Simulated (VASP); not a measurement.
A run of VASP 6.6.1 is set up as follows.

File INCAR:

```
PREC = Accurate ; ENCUT = 520
EDIFF = 1E-6 ; ISMEAR = -1
SIGMA = 0.05 ; LREAL = False
LASPH = True ; NELM = 60
ALGO = Fast ; ISIF = 2
LWAVE = False ; LCHARG = False
GGA = PS ; NBANDS = 28
```

KPOINTS

```
Automatic mesh
0
Gamma
  10 10 10
```

File POSCAR:

```
CuPd3
1.0
   -1.8664241328      1.8664241328      3.8323168399
    1.8664241328     -1.8664241328      3.8323168399
    1.8664241328      1.8664241328     -3.8323168399
Pd Cu
3 1
Direct
    0.5000000000      0.5000000000      0.0000000000
    0.2500000000      0.7500000000      0.5000000000
    0.7500000000      0.2500000000      0.5000000000
    0.0000000000      0.0000000000      0.0000000000
```

Potentials or basis: VASP PAW PBE potentials, release 64 (Pd, Cu).

Command:

```bash
$ cat potpaw_PBE.64/Pd/POTCAR potpaw_PBE.64/Cu/POTCAR > POTCAR
$ mpirun -np 1 vasp_std > vasp.out
```

(1) What does it give for the pressure?

## Answers

(1) 7.6 GPa.

Caveat: the PAW data sets were made with another functional, which shifts forces and pressure a little.
